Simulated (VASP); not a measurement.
# BaZrO3 (Pm-3m) in VASP: further runs

Runs on BaZrO3. Level: PBEsol. Tasks: single point.

Program: VASP 6.6.1. These are calculated values, not measurements. Logs are shortened: lines on timing, memory, paths and dates and some standing lists are left out, and cuts for length are marked.

## 1. The cell of the first run

It takes space group Pm-3m (No. 221, cubic). The conventional cell has a = 4.294 Å, b = 4.294 Å, c = 4.294 Å, α = 90.00°, β = 90.00°, γ = 90.00°. Ba (site symmetry m-3m) has 12 O at 3.04 Å and 8 Zr at 3.72 Å within 4.0 Å. Zr (site symmetry m-3m) has 6 O at 2.15 Å within 2.8 Å. O (site symmetry 4/mmm) has 2 Zr at 2.15 Å within 2.8 Å.

## 2. Single point, PBEsol

INCAR

```
SYSTEM = BaZrO3
PREC     = Accurate       ! precision mode
ENCUT    = 520            ! plane-wave cutoff, eV
EDIFF    = 1E-6           ! SCF threshold, eV
ISMEAR   = 0              ! smearing method
SIGMA    = 0.01           ! smearing width, eV
LREAL    = .False.        ! projectors in reciprocal space
LASPH    = .True.         ! aspherical terms in the spheres
NELM     = 60             ! most SCF steps
ALGO     = Normal         ! electronic algorithm
ISIF     = 2              ! what is computed and relaxed
LWAVE    = .False.        ! write WAVECAR
LCHARG   = .False.        ! write CHGCAR
GGA      = PS             ! functional
NBANDS   = 28             ! bands
```

KPOINTS

```
regular mesh
0
Gamma
  4 4 4
  0 0 0
```

POSCAR

```
BaZrO3
1.0
    4.2936078882      0.0000000000      0.0000000000
    0.0000000000      4.2936078882      0.0000000000
    0.0000000000      0.0000000000      4.2936078882
Ba Zr O
1 1 3
Direct
    0.0000000000      0.0000000000      0.0000000000
    0.5000000000      0.5000000000      0.5000000000
    0.0000000000      0.5000000000      0.5000000000
    0.5000000000      0.0000000000      0.5000000000
    0.5000000000      0.5000000000      0.0000000000
```

Potentials or basis: VASP PAW PBE potentials, release 64 (Ba_sv, Zr_sv, O).

Launch:

```sh
$ cat potpaw_PBE.64/Ba_sv/POTCAR potpaw_PBE.64/Zr_sv/POTCAR potpaw_PBE.64/O/POTCAR > POTCAR
$ mpirun -np 1 vasp_std > vasp.out
```

OUTCAR:

```text
SYSTEM = BaZrO3
   PREC = Accurate
   ENCUT = 520
   EDIFF = 1E-6
   ISMEAR = 0
   LREAL = .False.
   LASPH = .True.
   NELM = 60
   ISIF = 2
   GGA = PS

 ion  position               nearest neighbor table
   1  0.000  0.000  0.000-   3 3.04   4 3.04   5 3.04   3 3.04   4 3.04   3 3.04   5 3.04   3 3.04
                             4 3.04   5 3.04   4 3.04   5 3.04   2 3.72   2 3.72   2 3.72   2 3.72
   2  0.500  0.500  0.500-   3 2.15   4 2.15   5 2.15   5 2.15   4 2.15   3 2.15   1 3.72   1 3.72
                             1 3.72   1 3.72   1 3.72   1 3.72   1 3.72   1 3.72
   3  0.000  0.500  0.500-   2 2.15   2 2.15   1 3.04   1 3.04   1 3.04   1 3.04
   4  0.500  0.000  0.500-   2 2.15   2 2.15   1 3.04   1 3.04   1 3.04   1 3.04
   5  0.500  0.500  0.000-   2 2.15   2 2.15   1 3.04   1 3.04   1 3.04   1 3.04

  LATTYP: Found a simple cubic cell.
 ALAT       =     4.2936078882

  Lattice vectors:

 A1 = (   4.2936078882,   0.0000000000,   0.0000000000)
 A2 = (   0.0000000000,   4.2936078882,   0.0000000000)
 A3 = (   0.0000000000,   0.0000000000,   4.2936078882)

Analysis of symmetry for initial positions (statically):
=====================================================================
 Subroutine PRICEL returns:
 Original cell was already a primitive cell.

 Routine SETGRP: Setting up the symmetry group for a
 simple cubic supercell.

 Subroutine GETGRP returns: Found 48 space group operations
 (whereof 48 operations were pure point group operations)
 out of a pool of 48 trial point group operations.

The static configuration has the point symmetry O_h .

Analysis of symmetry for dynamics (positions and initial velocities):
=====================================================================
 Subroutine PRICEL returns:
 Original cell was already a primitive cell.

 Routine SETGRP: Setting up the symmetry group for a
 simple cubic supercell.

 Subroutine GETGRP returns: Found 48 space group operations
 (whereof 48 operations were pure point group operations)
 out of a pool of 48 trial point group operations.

The dynamic configuration has the point symmetry O_h .

 Subroutine INISYM returns: Found 48 space group operations
 (whereof 48 operations are pure point group operations),
 and found     1 'primitive' translations

----------------------------------------------------------------------------------------

                                     Primitive cell

  volume of cell :      79.1530

  direct lattice vectors                    reciprocal lattice vectors
     4.293607888  0.000000000  0.000000000     0.232904361  0.000000000  0.000000000
     0.000000000  4.293607888  0.000000000     0.000000000  0.232904361  0.000000000
     0.000000000  0.000000000  4.293607888     0.000000000  0.000000000  0.232904361

  length of vectors
     4.293607888  4.293607888  4.293607888     0.232904361  0.232904361  0.232904361

  position of ions in fractional coordinates (direct lattice)
     0.000000000  0.000000000  0.000000000
     0.500000000  0.500000000  0.500000000
     0.000000000  0.500000000  0.500000000
     0.500000000  0.000000000  0.500000000
     0.500000000  0.500000000  0.000000000

  ion indices of the primitive-cell ions
   primitive index   ion index
                 1           1
                 2           2
                 3           3
                 4           4
                 5           5

----------------------------------------------------------------------------------------

 KPOINTS: regular mesh

Automatic generation of k-mesh.
 Grid dimensions read from file:
 generate k-points for:    4    4    4

 Generating k-lattice:

  Cartesian coordinates                     Fractional coordinates (reciprocal lattice)
     0.058226090  0.000000000  0.000000000     0.250000000  0.000000000  0.000000000
     0.000000000  0.058226090  0.000000000     0.000000000  0.250000000  0.000000000
     0.000000000  0.000000000  0.058226090     0.000000000  0.000000000  0.250000000

  Length of vectors
     0.058226090  0.058226090  0.058226090

  Shift w.r.t. Gamma in fractional coordinates (k-lattice)
     0.000000000  0.000000000  0.000000000

 Subroutine IBZKPT returns following result:
 ===========================================

 Found     10 irreducible k-points:

 Following reciprocal coordinates:
            Coordinates               Weight
  0.000000  0.000000  0.000000      1.000000
  0.250000  0.000000  0.000000      6.000000
  0.500000  0.000000  0.000000      3.000000
  0.250000  0.250000  0.000000     12.000000
  0.500000  0.250000  0.000000     12.000000
  0.500000  0.500000  0.000000      3.000000
  0.250000  0.250000  0.250000      8.000000
  0.500000  0.250000  0.250000     12.000000
  0.500000  0.500000  0.250000      6.000000
  0.500000  0.500000  0.500000      1.000000
   k-points           NKPTS =     10   k-points in BZ     NKDIM =     10   number of bands    NBANDS=     28
   number of dos      NEDOS =    301   number of ions     NIONS =      5
   total plane-waves  NPLWV =  32768
   dimension x,y,z NGX =    32 NGY =   32 NGZ =   32
   dimension x,y,z NGXF=    64 NGYF=   64 NGZF=   64
   ions per type =               1   1   3
   NGX,Y,Z   is equivalent  to a cutoff of  12.39, 12.39, 12.39 a.u.
   NGXF,Y,Z  is equivalent  to a cutoff of  24.78, 24.78, 24.78 a.u.
 SYSTEM =  BaZrO3
   PREC   = accura    normal or accurate (medium, high low for compatibility)
   ISTART =      0    job   : 0-new  1-cont  2-samecut
   ICHARG =      2    charge: 1-file 2-atom 10-const
   ISPIN  =      1    spin polarized calculation?
   LNONCOLLINEAR =      F non collinear calculations
   LSORBIT =      F    spin-orbit coupling
   LASPH  =      T    aspherical Exc in radial PAW
   ENCUT  =  520.0 eV  38.22 Ry    6.18 a.u.   7.98  7.98  7.98*2*pi/ulx,y,z
   NELM   =     60;   NELMIN=  2; NELMDL= -5     # of ELM steps
   EDIFF  = 0.1E-05   stopping-criterion for ELM
   LREAL  =      F    real-space projection
   EDIFFG = 0.1E-04   stopping-criterion for IOM
   NSW    =      0    number of steps for IOM
   IBRION =     -1    ionic relax: 0-MD 1-quasi-New 2-CG
   NFREE  =      0    steps in history (QN), initial steepest desc. (CG)
   ISIF   =      2    stress and relaxation
   ISYM   =      2    0-nonsym 1-usesym 2-fastsym
   POTIM  = 0.5000    time-step for ionic-motion
   TEBEG  =    0.0;   TEEND  =   0.0 temperature during run
   PSTRESS=    0.0 pullay stress
   NELECT =      40.0000    total number of electrons
   NUPDOWN=      -1.0000    fix difference up-down
   EMIN   =  10.00;   EMAX   =-10.00  energy-range for DOS
   EFERMI =   0.00;   METHOD = LEGACY
   ISMEAR =     0;   SIGMA  =   0.01  broadening in eV -4-tet -1-fermi 0-gaus
   EFERMI_NEDOS =   21; number of points for ismear=-14 and -15
   IALGO  =     38    algorithm
   IMIX   =      4    mixing-type and parameters
     AMIX     =   0.40;   BMIX     =  1.00
     AMIX_MAG =   1.60;   BMIX_MAG =  1.00
  volume/ion in A,a.u.               =      15.83       106.83
  Fermi-wavevector in a.u.,A,eV,Ry     =   1.303985  2.464174 23.135016  1.700376
  Thomas-Fermi vector in A             =   2.434950
   LORBIT       =      0    0 simple, 1 ext, 2 COOP (PROOUT), +10 PAW based schemes
   GGA     = PS    functional components
   LHFCALC =     F    Hartree Fock is set to
   AEXX    =    0.0000 exact exchange contribution
   IVDW    =     0    specifies the selected vdW correction
   LEPSILON=     F    determine dielectric tensor
   LRPA    =     F    only Hartree local field effects (RPA)
 non-spin polarized calculation
 Gauss-broadening in eV      SIGMA  =   0.01
  energy-cutoff  :      520.00
  volume of cell :       79.15
 maximum number of plane-waves:      2176
 NGX is ok and might be reduce to    32
   NGX = 15   NGY = 15   NGZ = 15

 number of electron      39.9999978 magnetization

 Free energy of the ion-electron system (eV)
  ---------------------------------------------------
  ext. energy  EPLUGINS =         0.00000000
  ---------------------------------------------------
  free energy    TOTEN  =       -43.43195752 eV

  energy without entropy =      -43.43195752  energy(sigma->0) =      -43.43195752

 E-fermi :   3.2150     XC(G=0): -10.6593

 val. band max:        3.1365050313   @ k =   0.5000   0.5000   0.5000
 cond. band min:       6.0818307370   @ k =   0.0000   0.0000   0.0000
 fundamental gap:      2.9453257057
 Fermi energy:         3.2149829113

 k-point     1 :       0.0000    0.0000    0.0000
  band No.  band energies     occupation
      1     -44.1958      2.00000
      2     -22.3322      2.00000
      3     -22.3113      2.00000
      4     -22.3113      2.00000
      5     -22.3113      2.00000
      6     -13.0218      2.00000
[... 20 lines left out ...]
     27       9.8575      0.00000
     28       9.8575      0.00000

 k-point     2 :       0.2500    0.0000    0.0000
  band No.  band energies     occupation
      1     -44.1947      2.00000
      2     -22.4865      2.00000
      3     -22.3089      2.00000
      4     -22.3089      2.00000
      5     -22.2245      2.00000
      6     -13.0388      2.00000
[... 20 lines left out ...]
     27       9.8542      0.00000
     28      10.6402      0.00000

 k-point     3 :       0.5000    0.0000    0.0000
  band No.  band energies     occupation
      1     -44.1936      2.00000
      2     -22.5850      2.00000
      3     -22.3065      2.00000
      4     -22.3065      2.00000
      5     -22.1904      2.00000
      6     -13.1201      2.00000
[... 20 lines left out ...]
     27      10.1249      0.00000
     28      10.9977      0.00000

 k-point     4 :       0.2500    0.2500    0.0000
  band No.  band energies     occupation
      1     -44.1936      2.00000
      2     -22.4802      2.00000
      3     -22.3984      2.00000
      4     -22.3066      2.00000
      5     -22.2122      2.00000
      6     -12.9285      2.00000
[... 144 lines left out ...]
     27      10.3326      0.00000
     28      11.4358      0.00000

 k-point     9 :       0.5000    0.5000    0.2500
  band No.  band energies     occupation
      1     -44.1904      2.00000
      2     -22.4794      2.00000
      3     -22.4794      2.00000
      4     -22.3909      2.00000
      5     -22.2527      2.00000
      6     -12.4198      2.00000
[... 20 lines left out ...]
     27      10.7946      0.00000
     28      12.0559      0.00000

 k-point    10 :       0.5000    0.5000    0.5000
  band No.  band energies     occupation
      1     -44.1893      2.00000
      2     -22.4762      2.00000
      3     -22.4762      2.00000
      4     -22.4762      2.00000
      5     -22.2395      2.00000
      6     -11.9831      2.00000
[... 20 lines left out ...]
     27      11.8364      0.00000
     28      11.8364      0.00000

------------------------ aborting loop because EDIFF is reached ----------------------------------------

  FORCE on cell =-STRESS in cart. coord.  units (eV):
  Direction    XX          YY          ZZ          XY          YZ          ZX
  --------------------------------------------------------------------------------------
  -------------------------------------------------------------------------------------
  Total       -4.9757234     -4.9757234     -4.9757234      0.0000000      0.0000000     -0.0000000
  in kB     -100.7162781   -100.7162781   -100.7162781      0.0000000      0.0000000     -0.0000000
  external PRESSURE =    -100.7162781 kB  Pullay stress =       0.0000000 kB

 VOLUME and BASIS-vectors are now :
 -----------------------------------------------------------------------------
  energy-cutoff  :      520.00
  volume of cell :       79.15
      direct lattice vectors                 reciprocal lattice vectors
     4.293607888  0.000000000  0.000000000     0.232904361  0.000000000  0.000000000
     0.000000000  4.293607888  0.000000000     0.000000000  0.232904361  0.000000000
     0.000000000  0.000000000  4.293607888     0.000000000  0.000000000  0.232904361

 POSITION                                       TOTAL-FORCE (eV/Angst)
 -----------------------------------------------------------------------------------
      0.00000      0.00000      0.00000         0.000000      0.000000      0.000000
      2.14680      2.14680      2.14680         0.000000      0.000000      0.000000
      0.00000      2.14680      2.14680         0.000000      0.000000      0.000000
      2.14680      0.00000      2.14680         0.000000      0.000000      0.000000
      2.14680      2.14680      0.00000         0.000000      0.000000      0.000000
 -----------------------------------------------------------------------------------
    total drift:                                0.000000     -0.000000     -0.000000

  FREE ENERGIE OF THE ION-ELECTRON SYSTEM (eV)
  ---------------------------------------------------
  free  energy   TOTEN  =       -43.4319575224 eV

  energy  without entropy=      -43.4319575224  energy(sigma->0) =      -43.43195752
```

Wall time 36 s (1 thread of AMD EPYC 7R43 (Zen 3), shared host); peak memory 0.15 GiB.

Results:

- Free energy: -43.4320 eV
- Pressure: -10.1 GPa
- Band gap on the k mesh: 2.95 eV, indirect (least direct gap 3.23 eV)

Caveat: the PAW data sets were made with another functional, which shifts forces and pressure a little; spin-orbit coupling is left out, which moves the levels of the heavy elements. A k mesh can miss the band edges.

## 3. Single point, PBEsol

This run uses another cell than the first one, of 16.20 Å³/atom, 1.023 times its volume.

INCAR

```
SYSTEM = BaZrO3
  PREC = Accurate
  ENCUT = 520
  EDIFF = 1E-6
  ISMEAR = 0
  SIGMA = 0.01
  LREAL = .FALSE.
  LASPH = .TRUE.
  NELM = 100
  ALGO = Normal
  ISIF = 2
  LWAVE = .FALSE.
  LCHARG = .FALSE.
  GGA = PS
  NBANDS = 28
```

KPOINTS

```
regular mesh
0
G
  4 4 4
  0 0 0
```

Changes to POSCAR since step 2:

```diff
@@ -2,5 +2,5 @@
 1.0
-    4.2936078882      0.0000000000      0.0000000000
-    0.0000000000      4.2936078882      0.0000000000
-    0.0000000000      0.0000000000      4.2936078882
+    4.3266369391      0.0000000000      0.0000000000
+    0.0000000000      4.3266369391      0.0000000000
+    0.0000000000      0.0000000000      4.3266369391
 Ba Zr O
```

Potentials or basis: VASP PAW PBE potentials, release 64 (Ba_sv, Zr_sv, O).

Launch:

```sh
$ cat potpaw_PBE.64/Ba_sv/POTCAR potpaw_PBE.64/Zr_sv/POTCAR potpaw_PBE.64/O/POTCAR > POTCAR
$ mpirun -np 1 vasp_std > vasp.out
```

OUTCAR:

```text
SYSTEM = BaZrO3
   PREC = Accurate
   ENCUT = 520
   EDIFF = 1E-6
   ISMEAR = 0
   LREAL = .FALSE.
   LASPH = .TRUE.
   NELM = 100
   ISIF = 2
   GGA = PS

 ion  position               nearest neighbor table
   1  0.000  0.000  0.000-   3 3.06   4 3.06   5 3.06   3 3.06   4 3.06   3 3.06   5 3.06   3 3.06
                             4 3.06   5 3.06   4 3.06   5 3.06   2 3.75   2 3.75   2 3.75   2 3.75
   2  0.500  0.500  0.500-   3 2.16   4 2.16   5 2.16   5 2.16   4 2.16   3 2.16   1 3.75   1 3.75
                             1 3.75   1 3.75   1 3.75   1 3.75   1 3.75   1 3.75
[... 500 lines left out ...]
  -------------------------------------------------------------------------------------
  Total       -6.3632843     -6.3632843     -6.3632843      0.0000000      0.0000000     -0.0000000
  in kB     -125.8753080   -125.8753080   -125.8753080      0.0000000      0.0000000     -0.0000000
  external PRESSURE =    -125.8753080 kB  Pullay stress =       0.0000000 kB

 VOLUME and BASIS-vectors are now :
 -----------------------------------------------------------------------------
  energy-cutoff  :      520.00
  volume of cell :       80.99
      direct lattice vectors                 reciprocal lattice vectors
     4.326636939  0.000000000  0.000000000     0.231126395  0.000000000  0.000000000
     0.000000000  4.326636939  0.000000000     0.000000000  0.231126395  0.000000000
     0.000000000  0.000000000  4.326636939     0.000000000  0.000000000  0.231126395

 POSITION                                       TOTAL-FORCE (eV/Angst)
 -----------------------------------------------------------------------------------
      0.00000      0.00000      0.00000         0.000000      0.000000      0.000000
      2.16332      2.16332      2.16332         0.000000      0.000000      0.000000
      0.00000      2.16332      2.16332         0.000000      0.000000      0.000000
      2.16332      0.00000      2.16332         0.000000      0.000000      0.000000
      2.16332      2.16332      0.00000         0.000000      0.000000      0.000000
 -----------------------------------------------------------------------------------
    total drift:                                0.000000     -0.000000     -0.000000

  FREE ENERGIE OF THE ION-ELECTRON SYSTEM (eV)
  ---------------------------------------------------
  free  energy   TOTEN  =       -43.3033280114 eV

  energy  without entropy=      -43.3033280114  energy(sigma->0) =      -43.30332801
```

OSZICAR:

```text
N       E                     dE             d eps       ncg     rms          rms(c)
DAV:   1     0.298648685061E+03    0.29865E+03   -0.21572E+04   560   0.138E+03
DAV:   2    -0.301006763667E+02   -0.32875E+03   -0.31848E+03   684   0.340E+02
DAV:   3    -0.499225574623E+02   -0.19822E+02   -0.19738E+02   884   0.796E+01
DAV:   4    -0.504784478955E+02   -0.55589E+00   -0.55484E+00   784   0.108E+01
DAV:   5    -0.504909632259E+02   -0.12515E-01   -0.12515E-01   808   0.122E+00    0.242E+01
DAV:   6    -0.435997402173E+02    0.68912E+01   -0.38056E+01   664   0.348E+01    0.111E+01
DAV:   7    -0.433629396260E+02    0.23680E+00   -0.30970E+00   764   0.923E+00    0.649E+00
DAV:   8    -0.433058949637E+02    0.57045E-01   -0.43999E-01   700   0.447E+00    0.695E-01
DAV:   9    -0.433029607585E+02    0.29342E-02   -0.49300E-02   804   0.121E+00    0.561E-01
DAV:  10    -0.433037538945E+02   -0.79314E-03   -0.15459E-02   768   0.939E-01    0.263E-01
DAV:  11    -0.433033014286E+02    0.45247E-03   -0.23845E-03   704   0.378E-01    0.342E-02
DAV:  12    -0.433033407952E+02   -0.39367E-04   -0.20000E-04   764   0.881E-02    0.422E-02
DAV:  13    -0.433033277519E+02    0.13043E-04   -0.44431E-05   740   0.416E-02    0.382E-03
DAV:  14    -0.433033280114E+02   -0.25945E-06   -0.22858E-06   588   0.110E-02
   1 F= -.43303328E+02 E0= -.43303328E+02  d E =-.435414E-32
```

Wall time 34 s (1 thread of AMD EPYC 7R43 (Zen 3), shared host); peak memory 0.15 GiB.

What came out:

```yaml
Free_energy: -43.3033 eV
Pressure: -12.6 GPa
Band_gap_on_the_k_mesh: 2.89 eV, indirect (least direct gap 3.20 eV)
```

Caveat: the PAW data sets were made with another functional, which shifts forces and pressure a little; spin-orbit coupling is left out, which moves the levels of the heavy elements.
